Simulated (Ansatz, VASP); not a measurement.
# Rb2NbF6 in VASP and in Ansatz

INCAR

```
PREC = Accurate
ENCUT = 520
EDIFF = 1E-7
ISMEAR = 0
SIGMA = 0.05
LREAL = False
LASPH = True
NELM = 150
ALGO = Normal
ISIF = 2
LWAVE = False
LCHARG = True
ISPIN = 2
MAGMOM = 0 0 0.45 0.02 0.02 0.02 0.02 0.02 0.02
LORBIT = 11
LMAXMIX = 4
GGA = CA
LELF = True
LVHAR = True
NBANDS = 50
```

File KPOINTS:

```
regular mesh
0
Gamma
  4 4 4
```

The input POSCAR:

```
Rb2NbF6
1.0
    6.0708988700      0.0000000000      0.0000000000
   -3.0354494400      5.2575526500      0.0000000000
    0.0000000000      0.0000000000      4.8006003500
Rb Nb F
2 1 6
Direct
    0.3333333333      0.6666666667      0.6690000000
    0.6666666667      0.3333333333      0.3310000000
    0.0000000000      0.0000000000      0.0000000000
    0.1560000000      0.8440000000      0.2020000000
    0.1560000000      0.3120000000      0.2020000000
    0.6880000000      0.8440000000      0.2020000000
    0.8440000000      0.1560000000      0.7980000000
    0.3120000000      0.1560000000      0.7980000000
    0.8440000000      0.6880000000      0.7980000000
```

Input for Ansatz:

```yaml
crystal:
  lattice:
    - [6.07089887, 0.0, 0.0]
    - [-3.03544944, 5.25755265, 0.0]
    - [0.0, 0.0, 4.80060035]
  atoms:
    - { symbol: Rb, position: [0.3333333333, 0.6666666667, 0.669] }
    - { symbol: Rb, position: [0.6666666667, 0.3333333333, 0.331] }
    - { symbol: Nb, position: [0.0, 0.0, 0.0], spin: 1.0 }
    - { symbol: F, position: [0.156, 0.844, 0.202] }
    - { symbol: F, position: [0.156, 0.312, 0.202] }
    - { symbol: F, position: [0.688, 0.844, 0.202] }
    - { symbol: F, position: [0.844, 0.156, 0.798] }
    - { symbol: F, position: [0.312, 0.156, 0.798] }
    - { symbol: F, position: [0.844, 0.688, 0.798] }
basis:
  ecutwfc: 420
  ecutrho_ratio: 4
kpoints:
  mp_grid: { grid: [4, 4, 4] }
hamiltonian:
  xc: lda
  hubbard:
    sites:
      - { site: 2, l: d, u_eff: 0.0, starting_ns: [{ spin: up, occupation_matrix: s2up }, { spin: down, occupation_matrix: s2down }] }
    occupation_matrices:
      s2up:
        matrix:
          - [0.02, 0.0, 0.0, 0.0, 0.0]
          - [0.0, 0.97, 0.0, 0.0, 0.0]
          - [0.0, 0.0, 0.02, 0.0, 0.0]
          - [0.0, 0.0, 0.0, 0.02, 0.0]
          - [0.0, 0.0, 0.0, 0.0, 0.02]
      s2down:
        matrix:
          - [0.02, 0.0, 0.0, 0.0, 0.0]
          - [0.0, 0.02, 0.0, 0.0, 0.0]
          - [0.0, 0.0, 0.02, 0.0, 0.0]
          - [0.0, 0.0, 0.0, 0.02, 0.0]
          - [0.0, 0.0, 0.0, 0.0, 0.02]
    ns_hold: { iters: 5 }
scf:
  occupations: { method: gaussian, width: 0.05 }
  lower_state_search: "off"
  max_iter: 150
output:
  forces: true
  stress: true
  eigenvalues: true
  populations: true
  hubbard: { sites: [{ site: 2, l: d }] }
magnetization:
  spin_polarized: true
```

Alike in both runs: task single point; functional LDA; k mesh 4 × 4 × 4; occupations gaussian, width 0.05 eV; collinear spin.

```csv
,VASP,Ansatz
version,VASP 6.6.1,Ansatz 0.2.0
potentials or method,"VASP PAW LDA potentials, release 64 (Rb_sv, Nb_sv, F), cutoff 520 eV","scalar-relativistic, plane waves, PAW"
valence electrons in the cell,73,73
```

|  | VASP | Ansatz | Ansatz less VASP |
| --- | --- | --- | --- |
| gap on the k mesh at the Fermi level (eV) | none | none | - |
| pressure (GPa) | 4.1 | 4.0 | -0.08 |
| traceless stress, the component that is largest in VASP (GPa) | -1.69 | -1.66 | +0.030 |
| rms of the force components (eV/Å) | 0.910 | 0.877 | -0.0325 |
| net moment per atom (μB) | 0.11 | 0.11 | 0.000 |
| size of the moment on the site where the two differ most (μB) | 0.72 | 0.41 | -0.314 |

LDA's correlation is that of Perdew and Zunger in VASP and of Perdew and Wang (1992) in Ansatz. Site moments also hang on the region over which each program counts them. Atom by atom the forces differ by 0.033 eV/Å (rms over components). A gap of «none» marks a metal or a gap that the smearing closes. Ansatz's warnings: specified occupation not kept, symmetry narrowed by occupation matrices.
